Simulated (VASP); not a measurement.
# ZnS (P1) in VASP: notebook

Runs on ZnS. Level: PBE. Tasks: single point.

Everything below comes from runs of VASP 6.6.1. Logs are shortened: lines on timing, memory, paths and dates and some standing lists are left out, and cuts for length are marked.

## 1. The cell of the first run

The typed cell holds 16 atoms: a = 7.897 Å, b = 7.897 Å, c = 7.897 Å, α = 60.00°, β = 60.00°, γ = 60.00°.

## 2. Single point, PBE

INCAR

```
SYSTEM = ZnS
PREC = Accurate
ENCUT = 520
EDIFF = 1E-6
ISMEAR = -1
SIGMA = 0.2241
LREAL = Auto
LASPH = .True.
NELM = 80
ALGO = Normal
ISIF = 2
LWAVE = .False.
LCHARG = .True.
GGA = PE
LELF = .True.
LVHAR = .True.
NBANDS = 86
```

KPOINTS

```
Automatic mesh
0
Gamma
  2 2 2
  0.5 0.5 0.5
```

POSCAR

```
ZnS
1.0
   -5.5839128285      5.5839128285      0.0000000000
   -5.5839128285      0.0000000000      5.5839128285
    0.0000000000      5.5839128285      5.5839128285
Zn S
8 8
Direct
    0.0283455356     -0.0097023363     -0.0390129658
    0.5323067518      0.0090039908      0.0359340316
    0.0192049022      0.5266940209     -0.0335527265
   -0.0296887693     -0.0393859121      0.5332184781
    0.5287573590      0.5132116292     -0.0356298542
    0.4313278294      0.0290140633      0.4914967487
    0.0410214140      0.4923475857      0.4744115966
    0.4936049478      0.4701040436      0.5070281516
    0.6353407743      0.6175670369      0.1444527386
    0.1816004352      0.6112599005      0.0923621152
    0.6952284391      0.1658158049      0.0930397762
    0.6370274947      0.6392571141      0.6046072179
    0.1713769590      0.0887033905      0.1172049099
    0.1315077836      0.6245358957      0.6287650090
    0.6169185669      0.1210610768      0.6223203346
    0.0745779909      0.1599691878      0.6134112593
```

Potentials or basis: VASP PAW PBE potentials, release 64 (Zn, S).

Command:

```sh
$ cat potpaw_PBE.64/Zn/POTCAR potpaw_PBE.64/S/POTCAR > POTCAR
$ mpirun -np 1 vasp_std > vasp.out
```

OUTCAR:

```text
SYSTEM = ZnS
   PREC = Accurate
   ENCUT = 520
   EDIFF = 1E-6
   ISMEAR = -1
   LREAL = Auto
   LASPH = .True.
   NELM = 80
   ISIF = 2
   GGA = PE

 ion  position               nearest neighbor table
   1  0.028  0.990  0.961-  11 2.23  16 2.30  10 2.46  13 2.58
   2  0.532  0.009  0.036-  13 2.39  11 2.47   9 2.55  15 2.72
   3  0.019  0.527  0.966-  14 2.18  10 2.42   9 2.50  13 2.83
   4  0.970  0.961  0.533-  14 2.19  15 2.30  16 2.52  13 2.72
   5  0.529  0.513  0.964-  10 2.24  11 2.29  12 2.32   9 2.54
   6  0.431  0.029  0.491-  16 2.30  12 2.57  15 2.66  11 2.78
[... 8 lines left out ...]
  15  0.617  0.121  0.622-   8 2.25   4 2.30   6 2.66   2 2.72
  16  0.075  0.160  0.613-   7 2.21   1 2.30   6 2.30   4 2.52

  LATTYP: Found a face centered cubic cell.
 ALAT       =    11.1678256570

  Lattice vectors:

 A1 = (  -5.5839128285,   5.5839128285,   0.0000000000)
 A2 = (  -5.5839128285,   0.0000000000,   5.5839128285)
 A3 = (   0.0000000000,   5.5839128285,   5.5839128285)

Analysis of symmetry for initial positions (statically):
=====================================================================
 Subroutine PRICEL returns:
 Original cell was already a primitive cell.

 Routine SETGRP: Setting up the symmetry group for a
 face centered cubic supercell.

 Subroutine GETGRP returns: Found  1 space group operations
 (whereof  1 operations were pure point group operations)
 out of a pool of 48 trial point group operations.

The static configuration has the point symmetry C_1 .

Analysis of symmetry for dynamics (positions and initial velocities):
=====================================================================
 Subroutine PRICEL returns:
 Original cell was already a primitive cell.

 Routine SETGRP: Setting up the symmetry group for a
 face centered cubic supercell.

 Subroutine GETGRP returns: Found  1 space group operations
 (whereof  1 operations were pure point group operations)
 out of a pool of 48 trial point group operations.

The dynamic configuration has the point symmetry C_1 .

 Subroutine INISYM returns: Found  1 space group operations
 (whereof  1 operations are pure point group operations),
 and found     1 'primitive' translations

----------------------------------------------------------------------------------------

                                     Primitive cell

[... 113 lines left out ...]
   IBRION =     -1    ionic relax: 0-MD 1-quasi-New 2-CG
   NFREE  =      0    steps in history (QN), initial steepest desc. (CG)
   ISIF   =      2    stress and relaxation
   ISYM   =      2    0-nonsym 1-usesym 2-fastsym
   POTIM  = 0.5000    time-step for ionic-motion
   TEBEG  =    0.0;   TEEND  =   0.0 temperature during run
   PSTRESS=    0.0 pullay stress
   NELECT =     144.0000    total number of electrons
   NUPDOWN=      -1.0000    fix difference up-down
   EMIN   =  10.00;   EMAX   =-10.00  energy-range for DOS
   EFERMI =   0.00;   METHOD = LEGACY
   ISMEAR =    -1;   SIGMA  =   0.22  broadening in eV -4-tet -1-fermi 0-gaus
   EFERMI_NEDOS =   21; number of points for ismear=-14 and -15
   IALGO  =     38    algorithm
   IMIX   =      4    mixing-type and parameters
     AMIX     =   0.40;   BMIX     =  1.00
     AMIX_MAG =   1.60;   BMIX_MAG =  1.00
  volume/ion in A,a.u.               =      21.76       146.87
  Fermi-wavevector in a.u.,A,eV,Ry     =   1.219683  2.304867 20.240395  1.487627
  Thomas-Fermi vector in A             =   2.354927
   LORBIT       =      0    0 simple, 1 ext, 2 COOP (PROOUT), +10 PAW based schemes
   GGA     = PE    functional components
   LHFCALC =     F    Hartree Fock is set to
   AEXX    =    0.0000 exact exchange contribution
   IVDW    =     0    specifies the selected vdW correction
   LEPSILON=     F    determine dielectric tensor
   LRPA    =     F    only Hartree local field effects (RPA)
 non-spin polarized calculation
  energy-cutoff  :      520.00
  volume of cell :      348.21
 maximum number of plane-waves:      9366
 NGX is ok and might be reduce to    60
   NGX = 29   NGY = 29   NGZ = 29

 number of electron     144.0000004 magnetization

 Free energy of the ion-electron system (eV)
  ---------------------------------------------------
  ext. energy  EPLUGINS =         0.00000000
  ---------------------------------------------------
  free energy    TOTEN  =       -51.45838066 eV

  energy without entropy =      -51.41974168  energy(sigma->0) =      -51.43906117

 E-fermi :   2.5549     XC(G=0):  -9.2065

 val. band max:        1.5189760099   @ k =   0.0000   0.0000  -0.2500
 cond. band min:       3.3606305538   @ k =   0.2500   0.2500   0.2500
 fundamental gap:      1.8416545440
 Fermi energy:         2.5549099475

 k-point     1 :       0.2500    0.2500    0.2500
  band No.  band energies     occupation
      1     -11.7697      2.00000
      2     -11.4671      2.00000
      3     -10.9110      2.00000
      4     -10.5990      2.00000
      5     -10.3285      2.00000
      6      -9.9838      2.00000
[... 1381 lines left out ...]
     83       6.6471      0.00000
     84       6.8302      0.00000
 [bands above 84 left out]

------------------------ aborting loop because EDIFF is reached ----------------------------------------

  FORCE on cell =-STRESS in cart. coord.  units (eV):
  Direction    XX          YY          ZZ          XY          YZ          ZX
  --------------------------------------------------------------------------------------
  -------------------------------------------------------------------------------------
  Total       -7.1951268     -6.5386933     -4.5474056      3.4827708     -1.9564172      1.5337923
  in kB      -33.1057287    -30.0853915    -20.9232136     16.0246884     -9.0017339      7.0571810
  external PRESSURE =     -28.0381113 kB  Pullay stress =       0.0000000 kB

 VOLUME and BASIS-vectors are now :
 -----------------------------------------------------------------------------
  energy-cutoff  :      520.00
  volume of cell :      348.21
      direct lattice vectors                 reciprocal lattice vectors
    -5.583912828  5.583912828  0.000000000    -0.089542945  0.089542945 -0.089542945
    -5.583912828  0.000000000  5.583912828    -0.089542945 -0.089542945  0.089542945
     0.000000000  5.583912828  5.583912828     0.089542945  0.089542945  0.089542945

 POSITION                                       TOTAL-FORCE (eV/Angst)
 -----------------------------------------------------------------------------------
     -5.68801      5.52435     10.89580        -0.481198      1.599888      0.198588
     -3.02263      3.17301      0.25093         0.391839     -0.454143     -0.339742
     -3.04825      5.50380      8.33757         1.785745      1.345073      0.734989
    -10.78212      8.39558      8.34143        -1.468000     -1.470426      0.142673
     -5.81826      8.33749      8.25069        -1.052859      0.312615      0.006650
     -2.57051      5.15297      2.90649        -0.607327      1.374976     -0.662242
[... 8 lines left out ...]
     -4.12081      6.91980      4.15098         0.845421      0.305176      0.042646
     -1.30969      3.84167      4.31849         0.244938      0.650048     -1.449525
 -----------------------------------------------------------------------------------
    total drift:                               -0.004419     -0.004641     -0.000707

  FREE ENERGIE OF THE ION-ELECTRON SYSTEM (eV)
  ---------------------------------------------------
  free  energy   TOTEN  =       -51.4583806623 eV

  energy  without entropy=      -51.4197416787  energy(sigma->0) =      -51.43906117
```

OSZICAR:

```text
N       E                     dE             d eps       ncg     rms          rms(c)
DAV:   1     0.130010340817E+04    0.13001E+04   -0.63126E+04  2752   0.195E+03
DAV:   2     0.172033218361E+03   -0.11281E+04   -0.10850E+04  2752   0.481E+02
DAV:   3    -0.400170532859E+02   -0.21205E+03   -0.20446E+03  3104   0.179E+02
DAV:   4    -0.553934688465E+02   -0.15376E+02   -0.15238E+02  3160   0.479E+01
DAV:   5    -0.557492009862E+02   -0.35573E+00   -0.35481E+00  3104   0.744E+00    0.180E+01
DAV:   6    -0.513383284000E+02    0.44109E+01   -0.83264E+00  4058   0.456E+01    0.140E+01
DAV:   7    -0.515558574204E+02   -0.21753E+00   -0.95793E+00  3368   0.115E+01    0.690E+00
DAV:   8    -0.514702012145E+02    0.85656E-01   -0.14593E+00  3438   0.164E+01    0.241E+00
DAV:   9    -0.514552584688E+02    0.14943E-01   -0.21593E-01  3488   0.868E+00    0.617E-01
DAV:  10    -0.514562458951E+02   -0.98743E-03   -0.62833E-02  3458   0.246E+00    0.411E-01
DAV:  11    -0.514575881946E+02   -0.13423E-02   -0.15049E-02  3168   0.885E-01    0.322E-01
DAV:  12    -0.514581191998E+02   -0.53101E-03   -0.23981E-03  3626   0.657E-01    0.139E-01
DAV:  13    -0.514583839408E+02   -0.26474E-03   -0.14959E-03  2968   0.255E-01    0.548E-02
DAV:  14    -0.514583719889E+02    0.11952E-04   -0.16050E-04  3496   0.144E-01    0.270E-02
DAV:  15    -0.514583793722E+02   -0.73833E-05   -0.43325E-05  3208   0.763E-02    0.150E-02
DAV:  16    -0.514583802258E+02   -0.85356E-06   -0.10317E-05  3056   0.328E-02    0.838E-03
DAV:  17    -0.514583806623E+02   -0.43653E-06   -0.34461E-06  2448   0.137E-02
   1 F= -.51458381E+02 E0= -.51439061E+02  d E =-.386390E-01
```

stdout:

```text
POSCAR found type information on POSCAR ZnS
 POSCAR found :  2 types and      16 ions
 scaLAPACK will be used
 LDA part: xc-table for (Slater+PW92), standard interpolation
 POSCAR, INCAR and KPOINTS ok, starting setup
 FFT: planning ... GRIDC
 FFT: planning ... GRID_SOFT
 FFT: planning ... GRID
 WAVECAR not read
 entering main loop
```

Run time: 30 min. Hardware: 1 thread of Intel Xeon 8259CL, shared host; peak memory 0.64 GiB.

Results:

* Free energy: -51.4584 eV
* Pressure: -2.8 GPa
* Largest force: 2.570 eV/Å
* Band gap on the k mesh: 1.84 eV

Forces on the atoms (eV/Å):
```
Zn  -0.481  1.600  0.199
Zn   0.392 -0.454 -0.340
Zn   1.786  1.345  0.735
Zn  -1.468 -1.470  0.143
Zn  -1.053  0.313  0.007
Zn  -0.607  1.375 -0.662
Zn  -0.491 -1.253  0.955
Zn  -1.262  0.418  0.203
S   -1.031 -0.284 -0.370
S    0.896 -0.831  1.059
S    2.512 -0.469  0.270
S   -0.260 -0.688 -0.102
S   -0.123 -0.282  0.761
S    0.101 -0.274 -1.449
S    0.845  0.305  0.043
S    0.245  0.650 -1.450
```

Levels at points of the mesh, in eV from the valence-band top:
| k point | band 69 | band 70 | band 71 | band 72 | band 73 | band 74 | band 75 | band 76 |
| --- | --- | --- | --- | --- | --- | --- | --- | --- |
| (0.25, 0.25, 0.25) | -0.71 | -0.57 | -0.11 | -0.04 | 1.84 | 2.38 | 2.80 | 3.06 |

Caveat: the atoms stand as in a frame of molecular dynamics; a shifted mesh leaves out Γ, where band edges can lie; forces of over 1 eV/Å act on the atoms, so gaps and moduli don't describe the material at rest. A k mesh can miss the band edges.

## 3. Single point, PBE

INCAR

```
SYSTEM = ZnS
PREC     = Accurate       ! precision mode
ENCUT    = 520            ! plane-wave cutoff, eV
EDIFF    = 1E-7           ! SCF threshold, eV
ISMEAR   = -1             ! smearing method
SIGMA    = 0.2241         ! smearing width, eV
LREAL    = Auto         
LASPH    = .TRUE.         ! aspherical terms in the spheres
NELM     = 100            ! most SCF steps
ALGO     = Normal         ! electronic algorithm
ISIF     = 2              ! what is computed and relaxed
LWAVE    = .FALSE.        ! write WAVECAR
LCHARG   = .FALSE.        ! write CHGCAR
GGA      = PE             ! functional
NBANDS   = 86             ! bands
```

KPOINTS is that of step 2.

POSCAR

```
ZnS
1.0
   -5.5839128285      5.5839128285      0.0000000000
   -5.5839128285      0.0000000000      5.5839128285
    0.0000000000      5.5839128285      5.5839128285
Zn S
8 8
Direct
    0.0470334169      0.0038808808     -0.0315840353
    0.5356733874      0.0203675278      0.0403728545
    0.0550310346      0.4761130021      0.0027927549
   -0.0547004420      0.0276994833      0.5021483297
    0.5710243154      0.5370882555     -0.0758813780
    0.4789378133      0.0289245203      0.4882706954
    0.0323532092      0.5720339121      0.4127882313
    0.5311877336      0.4867919832      0.4655960936
    0.6763212672      0.6345326492      0.0726691144
    0.1840383315      0.6486558998      0.0529266858
    0.6547344331      0.1418179374      0.1586473549
    0.6803025256      0.5949849330      0.5656637374
    0.1869799963      0.1621117714      0.0285919578
    0.1169937676      0.6501374773      0.5900446696
    0.5759139870      0.0920138827      0.6976775282
    0.1240427674      0.1541277642      0.5732904682
```

Potentials or basis: VASP PAW PBE potentials, release 64 (Zn, S).

Command:

```sh
$ cat potpaw_PBE.64/Zn/POTCAR potpaw_PBE.64/S/POTCAR > POTCAR
$ mpirun -np 1 vasp_std > vasp.out
```

OUTCAR:

```text
SYSTEM = ZnS
   PREC = Accurate
   ENCUT = 520
   EDIFF = 1E-7
   ISMEAR = -1
   LREAL = Auto
   LASPH = .TRUE.
   NELM = 100
   ISIF = 2
   GGA = PE

 ion  position               nearest neighbor table
   1  0.047  0.004  0.968-  10 2.30  13 2.35  16 2.58  11 2.58
   2  0.536  0.020  0.040-  11 2.31  15 2.35  13 2.43   9 2.59
   3  0.055  0.476  0.003-  13 2.10  10 2.32   9 2.47  14 2.71
   4  0.945  0.028  0.502-  15 2.44  14 2.46  16 2.46
   5  0.571  0.537  0.924-   9 2.28  12 2.37  10 2.50  11 2.64
   6  0.479  0.029  0.488-  11 2.19  16 2.30  15 2.46  12 2.84
   7  0.032  0.572  0.413-  14 2.24  10 2.34  12 2.36  16 2.71
   8  0.531  0.487  0.466-  12 2.31   9 2.54  15 2.65  14 2.68
   9  0.676  0.635  0.073-   5 2.28   3 2.47   8 2.54   2 2.59
  10  0.184  0.649  0.053-   1 2.30   3 2.32   7 2.34   5 2.50
  11  0.655  0.142  0.159-   6 2.19   2 2.31   1 2.58   5 2.64
  12  0.680  0.595  0.566-   8 2.31   7 2.36   5 2.37   6 2.84
  13  0.187  0.162  0.029-   3 2.10   1 2.35   2 2.43
  14  0.117  0.650  0.590-   7 2.24   4 2.46   8 2.68   3 2.71
  15  0.576  0.092  0.698-   2 2.35   4 2.44   6 2.46   8 2.65
  16  0.124  0.154  0.573-   6 2.30   4 2.46   1 2.58   7 2.71
[... 211 lines left out ...]
  band No.  band energies     occupation
      1     -11.3755      2.00000
      2     -10.9545      2.00000
      3     -10.8289      2.00000
      4     -10.4913      2.00000
      5     -10.3221      2.00000
      6     -10.1114      2.00000
[... 1381 lines left out ...]
     83       6.6238      0.00000
     84       6.9059      0.00000
 [bands above 84 left out]

------------------------ aborting loop because EDIFF is reached ----------------------------------------

  FORCE on cell =-STRESS in cart. coord.  units (eV):
  Direction    XX          YY          ZZ          XY          YZ          ZX
  --------------------------------------------------------------------------------------
  -------------------------------------------------------------------------------------
  Total       -6.5250652     -7.0428207     -4.0421728      0.7245272     -0.3631392     -0.6886069
  in kB      -30.0226864    -32.4049482    -18.5985710      3.3336454     -1.6708514     -3.1683714
  external PRESSURE =     -27.0087352 kB  Pullay stress =       0.0000000 kB

 VOLUME and BASIS-vectors are now :
 -----------------------------------------------------------------------------
  energy-cutoff  :      520.00
  volume of cell :      348.21
      direct lattice vectors                 reciprocal lattice vectors
    -5.583912828  5.583912828  0.000000000    -0.089542945  0.089542945 -0.089542945
    -5.583912828  0.000000000  5.583912828    -0.089542945 -0.089542945  0.089542945
     0.000000000  5.583912828  5.583912828     0.089542945  0.089542945  0.089542945

 POSITION                                       TOTAL-FORCE (eV/Angst)
 -----------------------------------------------------------------------------------
     -0.28430      5.67018      5.42922        -0.385577     -0.815818      0.110856
     -3.10488      3.21659      0.33917         0.430642     -0.045532     -0.367858
     -2.96586      0.32288      2.67417        -0.758078     -1.774257      1.175660
     -5.43314      8.08242      2.95862         0.105308      0.680445     -0.139190
     -6.18760      8.34875      8.15925         0.388733     -0.178452     -0.276285
     -2.83586      5.40081      2.88797         0.987696      0.770843      0.442976
[... 8 lines left out ...]
     -3.72965      7.11162      4.40957        -2.472800     -0.928448     -1.455015
     -1.55328      3.89385      4.06184         0.411417      0.185343      0.329385
 -----------------------------------------------------------------------------------
    total drift:                               -0.004917      0.005619      0.002425

  FREE ENERGIE OF THE ION-ELECTRON SYSTEM (eV)
  ---------------------------------------------------
  free  energy   TOTEN  =       -50.8981360428 eV

  energy  without entropy=      -50.8607955099  energy(sigma->0) =      -50.87946578
```

OSZICAR:

```text
N       E                     dE             d eps       ncg     rms          rms(c)
DAV:   1     0.129003893994E+04    0.12900E+04   -0.63010E+04  2752   0.195E+03
DAV:   2     0.170810038416E+03   -0.11192E+04   -0.10765E+04  2752   0.478E+02
DAV:   3    -0.395337072931E+02   -0.21034E+03   -0.20280E+03  3106   0.178E+02
[... 10 lines left out ...]
DAV:  14    -0.508981250585E+02   -0.67455E-05   -0.21376E-04  3400   0.183E-01    0.234E-02
DAV:  15    -0.508981333512E+02   -0.82927E-05   -0.49440E-05  2992   0.652E-02    0.120E-02
DAV:  16    -0.508981356114E+02   -0.22602E-05   -0.16085E-05  3064   0.484E-02    0.770E-03
DAV:  17    -0.508981359788E+02   -0.36740E-06   -0.29644E-06  3248   0.184E-02    0.447E-03
DAV:  18    -0.508981361013E+02   -0.12249E-06   -0.76490E-07  2816   0.649E-03    0.289E-03
DAV:  19    -0.508981360428E+02    0.58446E-07   -0.18695E-07  1872   0.691E-03
   1 F= -.50898136E+02 E0= -.50879466E+02  d E =-.373405E-01
```

Run time: 35 min. Hardware: 1 thread of Intel Xeon 8259CL, shared host; peak memory 0.64 GiB.

What came out:

- Free energy: -50.8981 eV
- Pressure: -2.7 GPa
- Largest force: 3.016 eV/Å
- Band gap on the k mesh: 1.80 eV

Forces in eV/Å, atoms in the order of the input:
```
Zn  -0.386 -0.816  0.111
Zn   0.431 -0.046 -0.368
Zn  -0.758 -1.774  1.176
Zn   0.105  0.680 -0.139
Zn   0.389 -0.178 -0.276
Zn   0.988  0.771  0.443
Zn   0.733  0.319 -0.382
Zn   0.482 -0.484  0.042
S    0.211  1.028  1.047
S    0.097  0.324 -0.005
S   -1.092 -0.935 -1.502
S   -0.146 -0.180  1.165
S    2.025  1.496 -0.186
S   -1.018  0.537  0.002
S   -2.473 -0.928 -1.455
S    0.411  0.185  0.329
```

Levels at points of the mesh, in eV from the valence-band top:
```csv
k point,band 70,band 71,band 72,band 73,band 74,band 75
"(0.25, 0.25, 0.25)",-0.69,-0.37,-0.02,1.81,2.33,2.77
```

Caveat: the atoms stand as in a frame of molecular dynamics; a shifted mesh leaves out Γ, where band edges can lie; forces of over 1 eV/Å act on the atoms, so gaps and moduli don't describe the material at rest.

[end of part 1 of 2]
